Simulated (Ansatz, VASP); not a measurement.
SnSe3 in VASP and in Ansatz

```
CELL_PARAMETERS angstrom
4.52469 0.00000 0.00000
0.00000 4.52469 0.00000
0.00000 0.00000 4.52469
ATOMIC_POSITIONS crystal
Sn 0.00000 0.00000 0.00000
Se 0.00000 0.50000 0.50000
Se 0.50000 0.00000 0.50000
Se 0.50000 0.50000 0.00000
```

Change from the starting cell: species swapped into the NbIr3 type (Pm-3m, No. 221).

Alike in both runs: functional PBE; k mesh 10 × 10 × 10; occupations gaussian, width 0.1 eV; no spin polarisation.

Ansatz relaxed the structure, and its values are those at the end. VASP's run is a single point on that final structure, the one shown.

|  | VASP | Ansatz |
| --- | --- | --- |
| version | VASP 6.6.1 | Ansatz 0.2.0 |
| potentials or method | VASP PAW PBE potentials, release 64 (Sn_d, Se), cutoff 520 eV | scalar-relativistic, plane waves, PAW |
| valence electrons in the cell | 32 | 62 |

```csv
,VASP,Ansatz,Ansatz less VASP
gap on the k mesh at the Fermi level (eV),none,none,-
pressure (GPa),0.0,0.0,0.00
```

A gap of «none» marks a metal or a gap that the smearing closes. VASP's potentials hold 32 valence electrons a cell and Ansatz's 62, so a difference there can come from the potentials and not from the codes.
